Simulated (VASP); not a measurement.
Input of a VASP 6.6.1 run:

Contents of INCAR:

```
SYSTEM = La2Cu2Se2O3
PREC = Accurate
ENCUT = 520
EDIFF = 1E-6
ISMEAR = -1
SIGMA = 0.1
LREAL = .FALSE.
LASPH = .TRUE.
NELM = 100
ALGO = Normal
ISIF = 2
LWAVE = .FALSE.
LCHARG = .FALSE.
GGA = PE
NBANDS = 47
```

File KPOINTS:

```
regular mesh
0
G
  9 9 9
  0 0 0
```

File POSCAR:

```
La2Cu2Se2O3
1.0
    0.0000000000      4.0946830000      0.0000000000
    4.0946830000      0.0000000000      0.0000000000
    2.0473410000      2.0473410000     -9.2684830000
La Cu O Se
2 2 3 2
Direct
    0.6834400000      0.6834400000      0.6331200000
    0.3165600000      0.3165600000      0.3668800000
    0.0000000000      0.5000000000      0.0000000000
    0.5000000000      0.0000000000      0.0000000000
    0.2500000000      0.7500000000      0.5000000000
    0.7500000000      0.2500000000      0.5000000000
    0.5000000000      0.5000000000      0.0000000000
    0.0951600000      0.0951600000      0.8096800000
    0.9048400000      0.9048400000      0.1903200000
```

Potentials or basis: VASP PAW PBE potentials, release 64 (La, Cu, O, Se).

Command:

```bash
$ cat potpaw_PBE.64/La/POTCAR potpaw_PBE.64/Cu/POTCAR potpaw_PBE.64/O/POTCAR potpaw_PBE.64/Se/POTCAR > POTCAR
$ mpirun -np 1 vasp_std > vasp.out
```

Estimate the largest force.

0.073 eV/Å.

Estimate the band gap on the k mesh.

zero (bands 37 and 38 overlap by 0.53 eV).

Predict the pressure.

-0.8 GPa.

Forces on the atoms (eV/Å):
```
La   0.000  0.000 -0.073
La   0.000  0.000  0.073
Cu   0.000  0.000  0.000
Cu   0.000  0.000  0.000
O    0.000  0.000  0.000
O    0.000  0.000  0.000
O    0.000  0.000  0.000
Se   0.000  0.000 -0.056
Se   0.000  0.000  0.056
```

Caveat: spin-orbit coupling is left out, which moves the levels of the heavy elements; semilocal functionals often make such compounds metallic where correlation or magnetic order opens a gap, which also shifts bond lengths. With open d or f shells a metallic result of PBE can be an artefact of self-interaction; +U or a hybrid may open a gap.
